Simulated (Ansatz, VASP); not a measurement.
**Nb in VASP and in Ansatz**

Contents of INCAR:

```
PREC = Accurate
ENCUT = 520
EDIFF = 1E-6
ISMEAR = -1
SIGMA = 0.1
LREAL = False
LASPH = True
NELM = 80
ALGO = Normal
ISIF = 2
LWAVE = False
LCHARG = False
GGA = RP
NBANDS = 20
```

Contents of KPOINTS:

```
Automatic mesh
0
Gamma
  10 10 10
```

Contents of POSCAR:

```
Nb
1.0
    0.0000000000      3.0620498055      3.0620498055
    3.0620498055      0.0000000000      3.0620498055
    3.0620498055      3.0620498055      0.0000000000
Nb
2
Direct
    0.1250000000      0.1250000000      0.1250000000
    0.8750000000      0.8750000000      0.8750000000
```

Input for Ansatz:

```yaml
crystal:
  lattice:
    - [0.0, 3.0620498055, 3.0620498055]
    - [3.0620498055, 0.0, 3.0620498055]
    - [3.0620498055, 3.0620498055, 0.0]
  atoms:
    - { symbol: Nb, position: [0.125, 0.125, 0.125] }
    - { symbol: Nb, position: [0.875, 0.875, 0.875] }
hamiltonian:
  xc: rpbe
  pseudopotentials:
    kind: paw
    azcp:
      Nb: "pseudopotentials/Nb.paw.azcp"
basis:
  ecutwfc: 420
  fft_grid_basis: typed
kpoints:
  mp_grid: { grid: [10, 10, 10], shift: [0, 0, 0] }
magnetization:
  spin_polarized: false
scf:
  occupations: { method: fermi_dirac, width: 0.1 }
  lower_state_search: "off"
output:
  stress: true
```

Alike in both runs: task single point; functional RPBE; k mesh 10 × 10 × 10; occupations fermi-dirac, width 0.1 eV; no spin polarisation.

```csv
,VASP,Ansatz
version,VASP 6.6.1,Ansatz 0.2.0
potentials or method,"VASP PAW PBE potentials, release 64 (Nb_sv), cutoff 520 eV","plane waves (420 eV) with PAW, scalar-relativistic"
valence electrons in the cell,26,26
```

```csv
,VASP,Ansatz,Ansatz less VASP
pressure (GPa),-4.0,-4.0,+0.04
```

VASP's potentials were made for PBE, not for RPBE.
